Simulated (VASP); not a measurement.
Input of a VASP 6.6.1 run:

File INCAR:

```
SYSTEM = Cr
  PREC = Accurate
  ENCUT = 520
  EDIFF = 1E-7
  ISMEAR = 1
  SIGMA = 0.1
  LREAL = .FALSE.
  LASPH = .TRUE.
  NELM = 80
  ALGO = Fast
  ISIF = 2
  LWAVE = .FALSE.
  LCHARG = .FALSE.
  GGA = PE
  NBANDS = 19
```

Contents of KPOINTS:

```
Automatic mesh
0
G
  18 18 18
  0 0 0
```

The input POSCAR:

```
Cr
1.0
    2.8336727524      0.0000000000      0.0000000000
    0.0000000000      2.8336727524      0.0000000000
    0.0000000000      0.0000000000      2.8550320947
Cr
2
Direct
    0.0000000000      0.0000000000      0.0000000000
    0.5000000000      0.5000000000      0.5000000000
```

Potentials or basis: VASP PAW PBE potentials, release 64 (Cr_pv).

Run with:

```sh
$ cat potpaw_PBE.64/Cr_pv/POTCAR > POTCAR
$ mpirun -np 1 vasp_std > vasp.out
```

Q: Predict the pressure.

A: 1.5 GPa.

Q: What does it give for the band gap on the k mesh?

A: Zero (band 12 reaches 12.26 eV, above the bottom of band 13 at 10.68 eV).

Stress tensor (GPa, compression positive):
```
 2.37  0.00  0.00
 0.00  2.37  0.00
 0.00  0.00 -0.39
```

Caveat: the run has no spin polarisation, though such a crystal can be magnetic. Spin polarisation is off, so any magnetic state and its effect on volume and gap are missing.
